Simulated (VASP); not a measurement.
CaSe: single point with PBE

CaSe:

```
Ca Se
1.0
     0.00000    2.97982    2.97982
     2.97982    0.00000    2.97982
     2.97982    2.97982    0.00000
Ca Se
1 1
Direct
  0.00000 0.00000 0.00000
  0.50000 0.50000 0.50000
```

```
Program             : VASP 6.6.1
Task                : single point
Functional          : PBE
Potentials or basis : VASP PAW PBE potentials, release 64 (Ca_sv, Se)
Cutoff              : 520 eV
k mesh              : 6 × 6 × 6
Occupations         : gaussian, width 0.01 eV
Spin                : no spin polarisation
```

```
Pressure               : 0.1 GPa
Band gap on the k mesh : 2.08 eV, indirect (least direct gap 2.99 eV)
```

Levels at points of the mesh, in eV from the valence-band top:
```
           k point  band 5  band 6  band 7  band 8  band 9  band 10  band 11  band 12
(0.00, 0.00, 0.00)  -11.72    0.00    0.00    0.00    3.22     3.71     3.71     3.71
(0.50, 0.00, 0.00)  -11.07   -3.20   -1.15   -1.15    4.48     5.42     5.45     5.45
(0.50, 0.50, 0.00)  -11.17   -2.46   -0.91   -0.91    2.08     4.95     5.00     5.93
```

Wall time 8.1 s on 1 thread of Intel(R) Xeon(R) Platinum 8488C (Sapphire Rapids), with other jobs on the host, peak memory 0.17 GiB.

A k mesh can miss the band edges.
